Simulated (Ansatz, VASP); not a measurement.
**One calculation of PbO, two programs**

```
Pb O
1.0
     3.96111    0.00000    0.00000
     0.00000    3.96111    0.00000
     0.00000    0.00000    5.00520
Pb O
2 2
Direct
  0.00000 0.50000 0.23510
  0.50000 0.00000 0.76490
  0.00000 0.00000 0.00000
  0.50000 0.50000 0.00000
```

Change from the starting cell: volume scaled by 0.99, PAW files.

Alike in both runs: task electric field gradients; functional LDA; k mesh 7 × 7 × 6; occupations fermi-dirac, width 0.03 eV; no spin polarisation.

```csv
,VASP,Ansatz
version,VASP 6.6.1,Ansatz 0.2.0
potentials or method,"VASP PAW LDA potentials, release 64 (Pb_d, O)","PAW with Ansatz's default frozen-core files, scalar-relativistic"
plane-wave cutoff (eV),520,420
valence electrons in the cell,40,40
```

|  | VASP | Ansatz | Ansatz less VASP |
| --- | --- | --- | --- |
| gap on the k mesh at the Fermi level (eV) | 1.43 | 1.45 | +0.023 |
| pressure (GPa) | -0.8 | -1.0 | -0.24 |
| traceless stress, the component that is largest in VASP (GPa) | 0.21 | 0.22 | +0.006 |
| rms of the force components (eV/Å) | 0.018 | 0.013 | -0.0054 |
| size of Vzz on the site where it differs most (V/Å²) | 228.9 | 219.5 | -9.39 |

LDA's correlation is that of Perdew and Zunger in VASP and of Perdew and Wang (1992) in Ansatz. Atom by atom the forces differ by 0.031 eV/Å (rms over components).

Spin-orbit coupling is off throughout.
